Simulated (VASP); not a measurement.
# CoSi (Pm-3m) in VASP: further runs

The runs below take CoSi through single point, with PBEsol, LDA.

Program: VASP 6.6.1. These are calculated values, not measurements. Logs are shortened: lines on timing, memory, paths and dates and some standing lists are left out, and cuts for length are marked.

## (1) The cell of the first run

Symmetry: Pm-3m, No. 221, cubic system. Conventional cell: a = 2.763 Å, b = 2.763 Å, c = 2.763 Å, α = 90.00°, β = 90.00°, γ = 90.00°. Co (site symmetry m-3m) has 8 Si at 2.39 Å and 6 Co at 2.76 Å within 3.2 Å. Within 3.2 Å of Si (site symmetry m-3m) lie 8 Co at 2.39 Å and 6 Si at 2.76 Å.

## (2) Single point, PBEsol, collinear spin, ferromagnetic start (volume scaled by 0.98)

INCAR

```
ALGO     = Normal         # electronic algorithm
EDIFF    = 1E-7           # SCF threshold, eV
ENCUT    = 520            # plane-wave cutoff, eV
GGA      = PS             # functional
ISIF     = 2              # what is computed and relaxed
ISMEAR   = -1             # smearing method
ISPIN    = 2              # spin polarisation
LASPH    = T              # aspherical terms in the spheres
LCHARG   = F              # write CHGCAR
LMAXMIX  = 4              # l up to which the mixer works
LORBIT   = 11             # projections on sites
LREAL    = F              # projectors in reciprocal space
LWAVE    = F              # write WAVECAR
MAGMOM   = 2 0            # initial moments
NBANDS   = 18             # bands
NELM     = 150            # most SCF steps
PREC     = Accurate       # precision mode
SIGMA    = 0.05           # smearing width, eV
```

KPOINTS

```
k-points
0
Gamma
  10 10 10
```

POSCAR

```
CoSi
1.0
    2.7626667664      0.0000000000      0.0000000000
    0.0000000000      2.7626667664      0.0000000000
    0.0000000000      0.0000000000      2.7626667664
Co Si
1 1
Direct
    0.0000000000      0.0000000000      0.0000000000
    0.5000000000      0.5000000000      0.5000000000
```

Potentials or basis: VASP PAW PBE potentials, release 64 (Co, Si).

Run with:

```bash
> cat potpaw_PBE.64/Co/POTCAR potpaw_PBE.64/Si/POTCAR > POTCAR
> mpirun -np 1 vasp_std > vasp.out
```

OUTCAR:

```text
EDIFF = 1E-7
   ENCUT = 520
   GGA = PS
   ISIF = 2
   ISMEAR = -1
   ISPIN = 2
   LASPH = T
   LORBIT = 11
   LREAL = F
   NELM = 150
   PREC = Accurate

 ion  position               nearest neighbor table
   1  0.000  0.000  0.000-   2 2.39   2 2.39   2 2.39   2 2.39   2 2.39   2 2.39   2 2.39   2 2.39

   2  0.500  0.500  0.500-   1 2.39   1 2.39   1 2.39   1 2.39   1 2.39   1 2.39   1 2.39   1 2.39

  LATTYP: Found a simple cubic cell.
 ALAT       =     2.7626667664

  Lattice vectors:

 A1 = (   2.7626667664,   0.0000000000,   0.0000000000)
 A2 = (   0.0000000000,   2.7626667664,   0.0000000000)
 A3 = (   0.0000000000,   0.0000000000,   2.7626667664)

Analysis of symmetry for initial positions (statically):
=====================================================================
 Subroutine PRICEL returns:
 Original cell was already a primitive cell.

 Routine SETGRP: Setting up the symmetry group for a
 simple cubic supercell.

 Subroutine GETGRP returns: Found 48 space group operations
 (whereof 48 operations were pure point group operations)
 out of a pool of 48 trial point group operations.

The static configuration has the point symmetry O_h .

Analysis of symmetry for dynamics (positions and initial velocities):
=====================================================================
 Subroutine PRICEL returns:
 Original cell was already a primitive cell.

 Routine SETGRP: Setting up the symmetry group for a
 simple cubic supercell.

 Subroutine GETGRP returns: Found 48 space group operations
 (whereof 48 operations were pure point group operations)
 out of a pool of 48 trial point group operations.

The dynamic configuration has the point symmetry O_h .

Analysis of structural, dynamic, and magnetic symmetry:
=====================================================================
 Subroutine PRICEL returns:
 Original cell was already a primitive cell.

 Routine SETGRP: Setting up the symmetry group for a
 simple cubic supercell.

 Subroutine GETGRP returns: Found 48 space group operations
 (whereof 48 operations were pure point group operations)
 out of a pool of 48 trial point group operations.

The overall configuration has the point symmetry O_h .

 Subroutine INISYM returns: Found 48 space group operations
 (whereof 48 operations are pure point group operations),
 and found     1 'primitive' translations

----------------------------------------------------------------------------------------

                                     Primitive cell

  volume of cell :      21.0856

  direct lattice vectors                    reciprocal lattice vectors
     2.762666766  0.000000000  0.000000000     0.361969099  0.000000000  0.000000000
     0.000000000  2.762666766  0.000000000     0.000000000  0.361969099  0.000000000
     0.000000000  0.000000000  2.762666766     0.000000000  0.000000000  0.361969099

  length of vectors
     2.762666766  2.762666766  2.762666766     0.361969099  0.361969099  0.361969099

  position of ions in fractional coordinates (direct lattice)
     0.000000000  0.000000000  0.000000000
     0.500000000  0.500000000  0.500000000

  ion indices of the primitive-cell ions
   primitive index   ion index
                 1           1
                 2           2

----------------------------------------------------------------------------------------

 KPOINTS: k-points

Automatic generation of k-mesh.
 Grid dimensions read from file:
 generate k-points for:   10   10   10

 Generating k-lattice:

  Cartesian coordinates                     Fractional coordinates (reciprocal lattice)
     0.036196910  0.000000000  0.000000000     0.100000000  0.000000000  0.000000000
     0.000000000  0.036196910  0.000000000     0.000000000  0.100000000  0.000000000
     0.000000000  0.000000000  0.036196910     0.000000000  0.000000000  0.100000000

  Length of vectors
     0.036196910  0.036196910  0.036196910

  Shift w.r.t. Gamma in fractional coordinates (k-lattice)
     0.000000000  0.000000000  0.000000000

 Subroutine IBZKPT returns following result:
 ===========================================

 Found     56 irreducible k-points:

 Following reciprocal coordinates:
            Coordinates               Weight
  0.000000  0.000000  0.000000      1.000000
  0.100000  0.000000  0.000000      6.000000
  0.200000  0.000000  0.000000      6.000000
  0.300000  0.000000  0.000000      6.000000
  0.400000  0.000000  0.000000      6.000000
  0.500000  0.000000  0.000000      3.000000
[... 16 lines left out ...]
  0.200000  0.100000  0.100000     24.000000
  0.300000  0.100000  0.100000     24.000000
 [... further k-points ...]
   k-points           NKPTS =     56   k-points in BZ     NKDIM =     56   number of bands    NBANDS=     18
   number of dos      NEDOS =    301   number of ions     NIONS =      2
   total plane-waves  NPLWV =  13824
   dimension x,y,z NGX =    24 NGY =   24 NGZ =   24
   dimension x,y,z NGXF=    48 NGYF=   48 NGZF=   48
   ions per type =               1   1
   NGX,Y,Z   is equivalent  to a cutoff of  14.44, 14.44, 14.44 a.u.
   NGXF,Y,Z  is equivalent  to a cutoff of  28.88, 28.88, 28.88 a.u.
 SYSTEM =  unknown system
   PREC   = accura    normal or accurate (medium, high low for compatibility)
   ISTART =      0    job   : 0-new  1-cont  2-samecut
   ICHARG =      2    charge: 1-file 2-atom 10-const
   ISPIN  =      2    spin polarized calculation?
   LNONCOLLINEAR =      F non collinear calculations
   LSORBIT =      F    spin-orbit coupling
   LASPH  =      T    aspherical Exc in radial PAW
   ENCUT  =  520.0 eV  38.22 Ry    6.18 a.u.   5.14  5.14  5.14*2*pi/ulx,y,z
   NELM   =    150;   NELMIN=  2; NELMDL= -5     # of ELM steps
   EDIFF  = 0.1E-06   stopping-criterion for ELM
   LREAL  =      F    real-space projection
   EDIFFG = 0.1E-05   stopping-criterion for IOM
   NSW    =      0    number of steps for IOM
   IBRION =     -1    ionic relax: 0-MD 1-quasi-New 2-CG
   NFREE  =      0    steps in history (QN), initial steepest desc. (CG)
   ISIF   =      2    stress and relaxation
   ISYM   =      2    0-nonsym 1-usesym 2-fastsym
   POTIM  = 0.5000    time-step for ionic-motion
   TEBEG  =    0.0;   TEEND  =   0.0 temperature during run
   PSTRESS=    0.0 pullay stress
   NELECT =      13.0000    total number of electrons
   NUPDOWN=      -1.0000    fix difference up-down
   EMIN   =  10.00;   EMAX   =-10.00  energy-range for DOS
   EFERMI =   0.00;   METHOD = LEGACY
   ISMEAR =    -1;   SIGMA  =   0.05  broadening in eV -4-tet -1-fermi 0-gaus
   EFERMI_NEDOS =   21; number of points for ismear=-14 and -15
   IALGO  =     38    algorithm
   IMIX   =      4    mixing-type and parameters
     AMIX     =   0.40;   BMIX     =  1.00
     AMIX_MAG =   1.60;   BMIX_MAG =  1.00
  volume/ion in A,a.u.               =      10.54        71.15
  Fermi-wavevector in a.u.,A,eV,Ry     =   1.393352  2.633053 26.414748  1.941429
  Thomas-Fermi vector in A             =   2.517006
   LORBIT       =     11    0 simple, 1 ext, 2 COOP (PROOUT), +10 PAW based schemes
   GGA     = PS    functional components
   LHFCALC =     F    Hartree Fock is set to
   AEXX    =    0.0000 exact exchange contribution
   IVDW    =     0    specifies the selected vdW correction
   LEPSILON=     F    determine dielectric tensor
   LRPA    =     F    only Hartree local field effects (RPA)
 spin polarized calculation
  energy-cutoff  :      520.00
  volume of cell :       21.09
 maximum number of plane-waves:       587
 NGX is ok and might be reduce to    24
   NGX = 11   NGY = 11   NGZ = 11

 number of electron      13.0000003 magnetization       0.5062587

 Free energy of the ion-electron system (eV)
  ---------------------------------------------------
  ext. energy  EPLUGINS =         0.00000000
  ---------------------------------------------------
  free energy    TOTEN  =       -14.55692518 eV

  energy without entropy =      -14.54138014  energy(sigma->0) =      -14.54915266

 E-fermi :  13.0585     XC(G=0): -13.1499

 val. band max:       13.0576413510   @ k =   0.4000   0.0000   0.0000
 cond. band min:      13.0711499246   @ k =   0.4000   0.1000   0.0000
 fundamental gap:      0.0135085736
 Fermi energy:        13.0585087115

 spin component 1

 k-point     1 :       0.0000    0.0000    0.0000
  band No.  band energies     occupation
      1      -1.3826      1.00000
      2       8.8346      1.00000
      3       8.8346      1.00000
      4      11.4710      1.00000
      5      11.4710      1.00000
      6      11.4710      1.00000
[... 10 lines left out ...]
     17      36.6391      0.00000
     18      36.6391      0.00000

 k-point     2 :       0.1000    0.0000    0.0000
  band No.  band energies     occupation
      1      -1.1871      1.00000
      2       8.7326      1.00000
      3       8.9004      1.00000
      4      11.3024      1.00000
      5      11.3024      1.00000
      6      11.4856      1.00000
[... 10 lines left out ...]
     17      35.9468      0.00000
     18      37.2619      0.00000

 k-point     3 :       0.2000    0.0000    0.0000
  band No.  band energies     occupation
      1      -0.6076      1.00000
      2       8.2177      1.00000
      3       9.0791      1.00000
      4      10.9262      1.00000
      5      10.9262      1.00000
      6      11.5241      1.00000
[... 412 lines left out ...]
 k-point    23 :       0.2000    0.1000    0.1000
  band No.  band energies     occupation
      1      -0.2314      1.00000
      2       8.3818      1.00000
      3       8.9861      1.00000
      4      10.6654      1.00000
      5      10.7977      1.00000
      6      11.2454      1.00000
[... 10 lines left out ...]
     17      35.2625      0.00000
     18      38.5431      0.00000

 k-point    24 :       0.3000    0.1000    0.1000
  band No.  band energies     occupation
      1       0.6891      1.00000
      2       7.1995      1.00000
      3       9.2337      1.00000
      4      10.3730      1.00000
      5      10.4683      1.00000
      6      11.3150      1.00000
[... 10 lines left out ...]
     17      33.8354      0.00000
     18      38.9696      0.00000

 [... further k-points ...]

 spin component 2

 k-point     1 :       0.0000    0.0000    0.0000
  band No.  band energies     occupation
      1      -1.3613      1.00000
      2       9.3450      1.00000
      3       9.3450      1.00000
      4      11.8257      1.00000
      5      11.8257      1.00000
      6      11.8257      1.00000
[... 10 lines left out ...]
     17      36.6338      0.00000
     18      36.6338      0.00000

 k-point     2 :       0.1000    0.0000    0.0000
  band No.  band energies     occupation
      1      -1.1658      1.00000
      2       9.1992      1.00000
      3       9.4180      1.00000
      4      11.6432      1.00000
      5      11.6432      1.00000
      6      11.8410      1.00000
[... 10 lines left out ...]
     17      36.0463      0.00000
     18      37.2854      0.00000

 k-point     3 :       0.2000    0.0000    0.0000
  band No.  band energies     occupation
      1      -0.5864      1.00000
      2       8.5339      1.00000
      3       9.6172      1.00000
      4      11.2434      1.00000
      5      11.2434      1.00000
      6      11.8812      1.00000
[... 412 lines left out ...]
 k-point    23 :       0.2000    0.1000    0.1000
  band No.  band energies     occupation
      1      -0.2101      1.00000
      2       8.7014      1.00000
      3       9.4539      1.00000
      4      10.9740      1.00000
      5      11.1426      1.00000
      6      11.5973      1.00000
[... 10 lines left out ...]
     17      35.3385      0.00000
     18      38.5627      0.00000

 k-point    24 :       0.3000    0.1000    0.1000
  band No.  band energies     occupation
      1       0.7108      1.00000
      2       7.3537      1.00000
      3       9.7049      1.00000
      4      10.7337      1.00000
      5      10.7824      1.00000
      6      11.6685      1.00000
[... 10 lines left out ...]
     17      33.8997      0.00000
     18      39.0485      0.00000

 [... further k-points ...]

------------------------ aborting loop because EDIFF is reached ----------------------------------------

  FORCE on cell =-STRESS in cart. coord.  units (eV):
  Direction    XX          YY          ZZ          XY          YZ          ZX
  --------------------------------------------------------------------------------------
  -------------------------------------------------------------------------------------
  Total       -0.2675810     -0.2675810     -0.2675810     -0.0000000     -0.0000000     -0.0000000
  in kB      -20.3320086    -20.3320086    -20.3320086     -0.0000000     -0.0000000     -0.0000000
  external PRESSURE =     -20.3320086 kB  Pullay stress =       0.0000000 kB

 VOLUME and BASIS-vectors are now :
 -----------------------------------------------------------------------------
  energy-cutoff  :      520.00
  volume of cell :       21.09
      direct lattice vectors                 reciprocal lattice vectors
     2.762666766  0.000000000  0.000000000     0.361969099  0.000000000  0.000000000
     0.000000000  2.762666766  0.000000000     0.000000000  0.361969099  0.000000000
     0.000000000  0.000000000  2.762666766     0.000000000  0.000000000  0.361969099

 POSITION                                       TOTAL-FORCE (eV/Angst)
 -----------------------------------------------------------------------------------
      0.00000      0.00000      0.00000         0.000000      0.000000      0.000000
      1.38133      1.38133      1.38133         0.000000      0.000000      0.000000
 -----------------------------------------------------------------------------------
    total drift:                               -0.000000      0.000000      0.000000

  FREE ENERGIE OF THE ION-ELECTRON SYSTEM (eV)
  ---------------------------------------------------
  free  energy   TOTEN  =       -14.5569251804 eV

  energy  without entropy=      -14.5413801400  energy(sigma->0) =      -14.54915266

 total charge

# of ion       s       p       d       tot
------------------------------------------
    1        0.450   0.612   7.607   8.669
    2        0.708   0.876   0.000   1.584
--------------------------------------------------
tot          1.158   1.488   7.607  10.253

 magnetization (x)

# of ion       s       p       d       tot
------------------------------------------
    1        0.007   0.003   0.493   0.503
    2        0.001   0.011   0.000   0.012
--------------------------------------------------
tot          0.008   0.013   0.493   0.515
```

It took 31 s on 1 thread of AMD EPYC 9R45 (Zen 5), shared host; peak memory 0.14 GiB.

Results:

* Free energy: -14.5569 eV
* Pressure: -2.0 GPa
* Net moment: 0.51 μB per cell
* Site moments: Co +0.50; Si +0.01 μB
* Valence electrons inside the program's atomic spheres: Co 8.67; Si 1.58

Caveat: the cell differs from its parent crystal (volume scaled by 0.98); the PAW data sets were made with another functional, which shifts forces and pressure a little.

## (3) Single point, LDA, collinear spin, ferromagnetic start

This run uses another cell than the first one, of 10.76 Å³/atom, 1.020 times its volume.

INCAR

```
SYSTEM = CoSi
PREC = Accurate ; ENCUT = 520
EDIFF = 1E-7 ; ISMEAR = -1
SIGMA = 0.05 ; LREAL = .FALSE.
LASPH = .TRUE. ; NELM = 150
ALGO = Normal ; ISIF = 2
LWAVE = .FALSE. ; LCHARG = .TRUE.
ISPIN = 2 ; MAGMOM = 2 0
LORBIT = 11 ; LMAXMIX = 4
LELF = .TRUE. ; LVHAR = .TRUE.
NBANDS = 18
```

KPOINTS

```
Automatic mesh
0
G
  10 10 10
  0 0 0
```

POSCAR

```
CoSi
1.0
    2.7813340000      0.0000000000      0.0000000000
    0.0000000000      2.7813340000      0.0000000000
    0.0000000000      0.0000000000      2.7813340000
Co Si
1 1
Direct
    0.0000000000      0.0000000000      0.0000000000
    0.5000000000      0.5000000000      0.5000000000
```

Potentials or basis: VASP PAW LDA potentials, release 64 (Co, Si).

Run with:

```bash
> cat potpaw_LDA.64/Co/POTCAR potpaw_LDA.64/Si/POTCAR > POTCAR
> mpirun -np 1 vasp_std > vasp.out
```

Wall time 35 s (1 thread of AMD EPYC 9R45 (Zen 5), shared host); peak memory 0.13 GiB.

It converged, with:

* Free energy: -15.1983 eV
* Pressure: -12.3 GPa
* Net moment: 0.31 μB per cell
* Site moments: Co +0.31; Si +0.01 μB
* Valence electrons inside the program's atomic spheres: Co 8.64; Si 1.58

Levels at points of the mesh, in eV from the Fermi level:
Spin up:
```tsv
k point	band 5	band 6	band 7	band 8	band 9	band 10
(0.00, 0.00, 0.00)	-1.38	-1.38	3.05	3.05	3.05	7.69
(0.50, 0.00, 0.00)	-2.65	-1.23	-0.40	6.83	8.09	8.09
(0.50, 0.50, 0.00)	-2.18	-2.18	-0.70	1.51	1.91	8.05
(0.50, 0.50, 0.50)	-0.66	-0.66	1.42	1.42	1.42	3.61
```
Spin down:
```csv
k point,band 2,band 3,band 4,band 5,band 6,band 7,band 8,band 9,band 10,band 11
"(0.00, 0.00, 0.00)",-3.59,-3.59,-1.16,-1.16,-1.16,3.07,3.07,3.07,7.81,7.81
"(0.50, 0.00, 0.00)",-8.65,-2.79,-2.47,-2.47,-1.00,-0.03,6.83,8.15,8.15,9.54
"(0.50, 0.50, 0.00)",-5.10,-5.10,-3.77,-1.98,-1.98,-0.30,1.70,2.13,8.05,13.53
"(0.50, 0.50, 0.50)",-5.73,-5.73,-1.65,-0.26,-0.26,1.46,1.46,1.46,3.77,3.77
```

## (4) Single point, PBEsol, collinear spin, ferromagnetic start

This run uses another cell than the first one, of 10.76 Å³/atom, 1.020 times its volume.

INCAR

```
SYSTEM = CoSi
ALGO = Normal ; EDIFF = 1E-6
ENCUT = 520 ; GGA = PS
ISIF = 2 ; ISMEAR = -1
ISPIN = 2 ; LASPH = .True.
LCHARG = .True. ; LELF = .True.
LMAXMIX = 4 ; LORBIT = 11
LREAL = .False. ; LVHAR = .True.
LWAVE = .False. ; MAGMOM = 2 0
NBANDS = 18 ; NELM = 150
PREC = Accurate ; SIGMA = 0.05
```

KPOINTS

```
k-points
0
Gamma
  10 10 10
  0 0 0
```

POSCAR is that of step 3.

Potentials or basis: VASP PAW PBE potentials, release 64 (Co, Si).

Run with:

```bash
> cat potpaw_PBE.64/Co/POTCAR potpaw_PBE.64/Si/POTCAR > POTCAR
> mpirun -np 1 vasp_std > vasp.out
```

Wall time 29 s (1 thread of AMD EPYC 9R45 (Zen 5), shared host); peak memory 0.14 GiB.

It converged, with:

```yaml
Free_energy: -14.5456 eV
Pressure: -6.4 GPa
Net_moment: 0.52 μB per cell
Site_moments: Co +0.52; Si +0.01 μB
Valence_electrons_inside_the_program's_atomic_spheres: Co 8.62; Si 1.57
```

Levels at points of the mesh, in eV from the Fermi level:
Spin up:
```tsv
k point	band 4	band 5	band 6	band 7	band 8	band 9	band 10	band 11
(0.00, 0.00, 0.00)	-1.57	-1.57	-1.57	2.98	2.98	2.98	7.46	7.46
(0.50, 0.00, 0.00)	-2.82	-2.82	-1.42	-0.71	6.67	8.06	8.06	9.40
(0.50, 0.50, 0.00)	-4.20	-2.36	-2.36	-1.02	1.36	1.67	8.08	13.47
(0.50, 0.50, 0.50)	-1.66	-0.98	-0.98	1.26	1.26	1.26	3.45	3.45
```
Spin down:
```
           k point  band 3  band 4  band 5  band 6  band 7  band 8  band 9  band 10
(0.00, 0.00, 0.00)   -3.59   -1.20   -1.20   -1.20    3.00    3.00    3.00     7.71
(0.50, 0.00, 0.00)   -2.75   -2.52   -2.52   -1.04    0.05    6.67    8.15     8.15
(0.50, 0.50, 0.00)   -5.26   -3.81   -2.03   -2.03   -0.22    1.68    2.11     8.09
(0.50, 0.50, 0.50)   -5.83   -1.65   -0.17   -0.17    1.29    1.29    1.29     3.70
```

Caveat: the PAW data sets were made with another functional, which shifts forces and pressure a little.

[end of part 1 of 2]
